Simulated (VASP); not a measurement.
A run of VASP 6.6.1:

The input POSCAR:

```
Al
1.0
    2.8227746037      0.0000000000      0.0000000000
   -1.4113873019      2.4445945160      0.0000000000
    0.0000000000      0.0000000000     23.9143574381
Al
4
Selective dynamics
Direct
    0.6666666667      0.3333333333      0.3554350152  F F F
    0.3333333333      0.6666666667      0.4518116717  F F F
    0.0000000000      0.0000000000      0.5481883283  T T T
    0.6666666667      0.3333333333      0.6445649848  T T T
```

INCAR.step1

```
  ALGO = Normal
  DIPOL = 0.5 0.5 0.500
  EDIFF = 1E-4
  ENCUT = 520
  GGA = PE
  IDIPOL = 3
  ISMEAR = 0
  LASPH = T
  LCHARG = F
  LDIPOL = T
  LREAL = F
  LWAVE = T
  NELM = 100
  PREC = Accurate
  SIGMA = 0.1
```

INCAR.step2

```
  ALGO = Normal
  DIPOL = 0.5 0.5 0.500
  EDIFF = 1E-6
  EDIFFG = -0.03
  ENCUT = 520
  IBRION = 2
  IDIPOL = 3
  ISIF = 2
  ISMEAR = 0
  ISTART = 1
  LASPH = T
  LCHARG = F
  LDIPOL = T
  LMIXTAU = T
  LREAL = F
  LWAVE = F
  METAGGA = R2SCAN
  NELM = 100
  NSW = 90
  PREC = Accurate
  SIGMA = 0.1
```

Contents of KPOINTS:

```
k-points
0
Gamma
  12 12 1
```

Potentials or basis: VASP PAW PBE potentials, release 64 (Al).

The run is started by

```bash
$ cat potpaw_PBE.64/Al/POTCAR > POTCAR
$ cp INCAR.step1 INCAR
$ mpirun -np 1 vasp_std > vasp.out
$ cp INCAR.step2 INCAR
$ mpirun -np 1 vasp_std > vasp.out
```

Hardware: 1 thread of Intel(R) Xeon(R) 6975P-C (Granite Rapids), with other jobs on the host.

Problem. Estimate the wall time of this run.

Solution. It took 3.4 min on 1 thread of Intel(R) Xeon(R) 6975P-C (Granite Rapids), on a shared host, peak memory 0.33 GiB. Counts: k points 19, ion steps 3.
